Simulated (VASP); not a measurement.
Here is a VASP 6.6.1 calculation.

The input INCAR:

```
SYSTEM = SiS3
PREC = Accurate ; ENCUT = 500
EDIFF = 1E-6 ; ISMEAR = 0
SIGMA = 0.1 ; LREAL = .False.
LASPH = .True. ; NELM = 120
ALGO = Normal ; ISIF = 2
LWAVE = .False. ; LCHARG = .False.
GGA = PE ; NBANDS = 19
GGA_COMPAT = .False.
```

The input KPOINTS:

```
regular mesh
0
Gamma
  6 6 6
  0 0 0
```

POSCAR

```
SiS3
1.0
   -2.0621541520      2.0621541520      4.6063703135
    2.0621541520     -2.0621541520      4.6063703135
    2.0621541520      2.0621541520     -4.6063703135
Si S
1 3
Direct
    0.0000000000      0.0000000000      0.0000000000
    0.5000000000      0.5000000000      0.0000000000
    0.2500000000      0.7500000000      0.5000000000
    0.7500000000      0.2500000000      0.5000000000
```

Potentials or basis: VASP PAW PBE potentials, release 64 (Si, S).

Launch:

```bash
$ cat potpaw_PBE.64/Si/POTCAR potpaw_PBE.64/S/POTCAR > POTCAR
$ mpirun -np 1 vasp_std > vasp.out
```

Q: What does it give for the band gap on the k mesh?

A: Zero (band 11 reaches 5.97 eV, above the bottom of band 12 at 4.39 eV).

Q: Predict the pressure.

A: -9.2 GPa.

Stress tensor (GPa, compression positive):
```
-12.61   0.00   0.00
  0.00 -12.61   0.00
  0.00   0.00  -2.34
```
